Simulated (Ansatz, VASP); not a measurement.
Two plane-wave programs on Si3Ge

```
Si Ge
1.0
     3.91622    0.00000    0.00000
     0.00000    3.91622    0.00000
     0.00000    0.00000    5.52137
Si Ge
3 1
Direct
  0.50000 0.00000 0.75590
  0.50000 0.50000 0.00000
  0.00000 0.50000 0.24410
  0.00000 0.00000 0.50000
```

Alike in both runs: task single point; functional PBE; k mesh 6 × 6 × 4; no spin polarisation.

|  | VASP | Ansatz |
| --- | --- | --- |
| version | VASP 6.6.1 | Ansatz 0.2.0 |
| potentials or method | VASP PAW PBE potentials, release 64 (Si, Ge_d) | plane waves, PAW |
| plane-wave cutoff (eV) | 520 | 420 |
| occupations | gaussian, width 0.01 eV | fixed |
| valence electrons in the cell | 26 | 26 |

```csv
,VASP,Ansatz,Ansatz less VASP
gap on the k mesh at the Fermi level (eV),0.40,0.40,-0.002
pressure (GPa),-0.1,0.0,+0.11
```
